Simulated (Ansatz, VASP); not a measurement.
BeS: VASP beside Ansatz

INCAR

```
ALGO = Normal ; EDIFF = 1E-6
ENCUT = 520 ; ISIF = 2
ISMEAR = 0 ; LASPH = True
LCHARG = True ; LELF = True
LREAL = False ; LVHAR = True
LWAVE = False ; NBANDS = 11
NELM = 100 ; PREC = Accurate
SIGMA = 0.01
```

Contents of KPOINTS:

```
k-points
0
Gamma
  10 10 10
```

Contents of POSCAR:

```
BeS
1.0
    0.0000000000      2.4343058979      2.4343058979
    2.4343058979      0.0000000000      2.4343058979
    2.4343058979      2.4343058979      0.0000000000
Be S
1 1
Direct
    0.0000000000      0.0000000000      0.0000000000
    0.7500000000      0.7500000000      0.7500000000
```

Input for Ansatz:

```yaml
crystal:
  lattice:
    - [0.0, 2.4343058979, 2.4343058979]
    - [2.4343058979, 0.0, 2.4343058979]
    - [2.4343058979, 2.4343058979, 0.0]
  atoms:
    - { symbol: Be, position: [0.0, 0.0, 0.0] }
    - { symbol: S, position: [0.75, 0.75, 0.75] }
kpoints:
  mp_grid: { grid: [10, 10, 10] }
  band_path:
    path:
      - [0.0, 0.0, 0.0]
      - [-0.5, -0.5, 0.0]
      - [-0.375, -0.375, 0.25]
      - [-0.375, 0.0, 0.375]
      - [0.0, 0.0, 0.5]
      - [-0.5, -0.25, 0.25]
      - [0.0, 0.5, 0.5]
      - [-0.0375, 0.0, 0.0375]
    npoints: 1
hamiltonian:
  xc: lda
scf:
  occupations: { method: fixed }
  n_extra_bands: 4
output:
  forces: true
  stress: true
  eigenvalues: true
```

Alike in both runs: task single point; functional LDA; k mesh 10 × 10 × 10; no spin polarisation.

|  | VASP | Ansatz |
| --- | --- | --- |
| version | VASP 6.6.1 | Ansatz 0.2.0 |
| potentials or method | VASP PAW LDA potentials, release 64 (Be, S) | plane waves, PAW |
| plane-wave cutoff (eV) | 520 | 420 |
| occupations | gaussian, width 0.01 eV | fixed |
| valence electrons in the cell | 8 | 8 |

Ansatz gave:

| Item | Value |
| --- | --- |
| gap on the k mesh at the Fermi level (eV) | 2.92 |
| pressure (GPa) | -4.2 |

**Question.** What did VASP give for the same quantities?

**Answer.** gap on the k mesh at the Fermi level (eV): 2.93; pressure (GPa): -4.2.

LDA's correlation is that of Perdew and Zunger in VASP and of Perdew and Wang (1992) in Ansatz.
